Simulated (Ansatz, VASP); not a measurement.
## SrO: VASP beside Ansatz

File INCAR:

```
PREC = Accurate ; ENCUT = 520
EDIFF = 1E-6 ; ISMEAR = -1
SIGMA = 0.02 ; LREAL = F
LASPH = T ; NELM = 60
ALGO = Normal ; ISIF = 2
LWAVE = F ; LCHARG = T
GGA = PE ; LELF = T
LVHAR = T ; NBANDS = 15
```

KPOINTS

```
regular mesh
0
Gamma
  8 8 8
```

POSCAR

```
SrO
1.0
    0.0000000000      2.5669928649      2.5862617628
    2.5669928649      0.0000000000      2.5862617628
    2.5669928649      2.5669928649      0.0000000000
Sr O
1 1
Direct
    0.0000000000      0.0000000000      0.0000000000
    0.5000000000      0.5000000000      0.5000000000
```

Input for Ansatz:

```yaml
crystal:
  lattice:
    - [0.0, 2.5669928649, 2.5862617628]
    - [2.5669928649, 0.0, 2.5862617628]
    - [2.5669928649, 2.5669928649, 0.0]
  atoms:
    - { symbol: Sr, position: [0.0, 0.0, 0.0] }
    - { symbol: O, position: [0.5, 0.5, 0.5] }
kpoints:
  mp_grid: { grid: [8, 8, 8] }
  band_path:
    path:
      - [0.0, 0.0, 0.0]
      - [0.5, 0.0, 0.5]
      - [0.625, 0.25, 0.625]
      - [0.375, 0.375, 0.75]
      - [0.5, 0.5, 0.5]
      - [0.5, 0.25, 0.75]
    npoints: 1
hamiltonian:
  xc: pbe
scf:
  occupations: { method: fermi_dirac, width: 0.02 }
  n_extra_bands: 4
output:
  forces: true
  stress: true
  eigenvalues: true
```

Change from the starting cell: epitaxial_xy strain -0.5%.

Alike in both runs: task single point; functional PBE; k mesh 8 × 8 × 8; occupations fermi-dirac, width 0.02 eV; no spin polarisation.

```csv
,VASP,Ansatz
version,VASP 6.6.1,Ansatz 0.2.0
potentials or method,"VASP PAW PBE potentials, release 64 (Sr_sv, O)","plane waves, PAW"
plane-wave cutoff (eV),520,420
valence electrons in the cell,16,16
```

|  | VASP | Ansatz | Ansatz less VASP |
| --- | --- | --- | --- |
| gap on the k mesh at the Fermi level (eV) | 3.25 | 3.30 | +0.049 |
| pressure (GPa) | 3.1 | 2.5 | -0.58 |
| traceless stress, the component that is largest in VASP (GPa) | -0.69 | -0.66 | +0.036 |
